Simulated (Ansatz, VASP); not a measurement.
# Two plane-wave programs on TaN

```xyz
2
Lattice="0.0000 2.1747 2.1747 2.1747 0.0000 2.1747 2.1747 2.1747 0.0000" Properties=species:S:1:pos:R:3 pbc="T T T"
Ta    2.1747    2.1747    2.1747
N     0.0000    0.0000    0.0000
```

Alike in both runs: functional LDA; k mesh 16 × 16 × 16; occupations fermi-dirac, width 0.15 eV; no spin polarisation.

Ansatz relaxed the structure, and its values are those at the end. VASP's run is a single point on that final structure, the one shown.

|  | VASP | Ansatz |
| --- | --- | --- |
| version | VASP 6.6.1 | Ansatz 0.2.0 |
| potentials or method | VASP PAW LDA potentials, release 64 (Ta_sv_GW, N), cutoff 600 eV | scalar-relativistic, plane waves, PAW |
| valence electrons in the cell | 18 | 18 |

```tsv
	VASP	Ansatz	Ansatz less VASP
gap on the k mesh at the Fermi level (eV)	none	none	-
pressure (GPa)	1.2	0.0	-1.20
```

LDA's correlation is that of Perdew and Zunger in VASP and of Perdew and Wang (1992) in Ansatz. A gap of «none» marks a metal or a gap that the smearing closes.

Spin-orbit coupling is off throughout.
